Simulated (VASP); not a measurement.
Here is a VASP 6.6.1 calculation.

Contents of INCAR:

```
SYSTEM = InP
PREC     = Accurate       ! precision mode
ENCUT    = 520            ! plane-wave cutoff, eV
EDIFF    = 1E-6           ! SCF threshold, eV
ISMEAR   = 0              ! smearing method
SIGMA    = 0.05           ! smearing width, eV
LREAL    = .False.        ! projectors in reciprocal space
LASPH    = .True.         ! aspherical terms in the spheres
NELM     = 60             ! most SCF steps
ALGO     = Normal         ! electronic algorithm
ISIF     = 2              ! what is computed and relaxed
LWAVE    = .False.        ! write WAVECAR
LCHARG   = .False.        ! write CHGCAR
GGA      = PE             ! functional
NBANDS   = 16             ! bands
```

KPOINTS

```
regular mesh
0
Gamma
  10 10 10
  0 0 0
```

POSCAR

```
InP
1.0
    0.0000000000      2.9305005221      2.9305005221
    2.9305005221      0.0000000000      2.9305005221
    2.9305005221      2.9305005221      0.0000000000
In P
1 1
Direct
    0.0000000000      0.0000000000      0.0000000000
    0.7500000000      0.7500000000      0.7500000000
```

Potentials or basis: VASP PAW PBE potentials, release 64 (In_d, P).

Launch:

```console
$ cat potpaw_PBE.64/In_d/POTCAR potpaw_PBE.64/P/POTCAR > POTCAR
$ mpirun -np 1 vasp_std > vasp.out
```

(1) Predict the pressure.

(2) Predict the band gap on the k mesh.

Results:

(1) 3.3 GPa.

(2) 0.71 eV.

Caveat: the cell stands under pressure; spin-orbit coupling is left out, which moves the levels of the heavy elements.
